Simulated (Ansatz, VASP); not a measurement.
Two plane-wave programs on HfC

```
Hf C
1.0
     0.00000    2.32500    2.32500
     2.32500    0.00000    2.32500
     2.32500    2.32500    0.00000
Hf C
1 1
Direct
  0.50000 0.50000 0.50000
  0.90323 0.90323 0.02834
```

Alike in both runs: task single point; functional PBEsol; k mesh 18 × 18 × 18; occupations gaussian, width 0.15 eV; no spin polarisation.

|  | VASP | Ansatz |
| --- | --- | --- |
| version | VASP 6.6.1 | Ansatz 0.2.0 |
| potentials or method | VASP PAW PBE potentials, release 64 (Hf_pv, C), cutoff 520 eV | scalar-relativistic, plane waves, PAW |
| valence electrons in the cell | 14 | 30 |

```csv
,VASP,Ansatz,Ansatz less VASP
gap on the k mesh at the Fermi level (eV),0.45,0.43,-0.021
least direct gap on the mesh (eV),0.89,0.87,-0.019
pressure (GPa),18.0,17.8,-0.18
"traceless stress, the component that is largest in VASP (GPa)",40.42,39.43,-0.985
rms of the force components (eV/Å),3.682,3.611,-0.0709
```

VASP's potentials were made for PBE, not for PBEsol. Atom by atom the forces differ by 0.072 eV/Å (rms over components). With one functional, cell and mesh, what is left measures potentials, basis and numerics. VASP's potentials hold 14 valence electrons a cell and Ansatz's 30, so a difference there can come from the potentials and not from the codes.

Spin-orbit coupling is off throughout.
